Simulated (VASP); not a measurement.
A run of VASP 6.6.1 is set up as follows.

File INCAR:

```
SYSTEM = Bi
PREC = Accurate
ENCUT = 520
EDIFF = 1E-6
ISMEAR = 0
SIGMA = 0.02
LREAL = .FALSE.
LASPH = .TRUE.
NELM = 60
ALGO = Normal
ISIF = 2
LWAVE = .FALSE.
LCHARG = .FALSE.
LDIPOL = .TRUE.
IDIPOL = 3
DIPOL = 0.5 0.5 0.500
GGA = PE
NBANDS = 22
```

KPOINTS

```
regular mesh
0
G
  9 9 1
  0 0 0
```

The input POSCAR:

```
Bi
1.0
    4.4890000000      0.0000000000      0.0000000000
   -2.2445000000      3.8875880376      0.0000000000
    0.0000000000      0.0000000000     28.0000000000
Bi
2
Direct
    0.3333333333      0.6666666667      0.5131964286
    0.6666666667      0.3333333333      0.4868035714
```

Potentials or basis: VASP PAW PBE potentials, release 64 (Bi_d).

Command:

```bash
$ cat potpaw_PBE.64/Bi_d/POTCAR > POTCAR
$ mpirun -np 1 vasp_std > vasp.out
```

Q: Estimate the band gap on the k mesh.

A: Zero (bands 15 and 16 overlap by 0.17 eV).

Q: Predict the largest force.

A: 3.013 eV/Å.

Forces on the atoms (eV/Å):
```
Bi   0.000  0.000  3.013
Bi   0.000  0.000 -3.013
```

Caveat: spin-orbit coupling is left out, which moves the levels of the heavy elements.
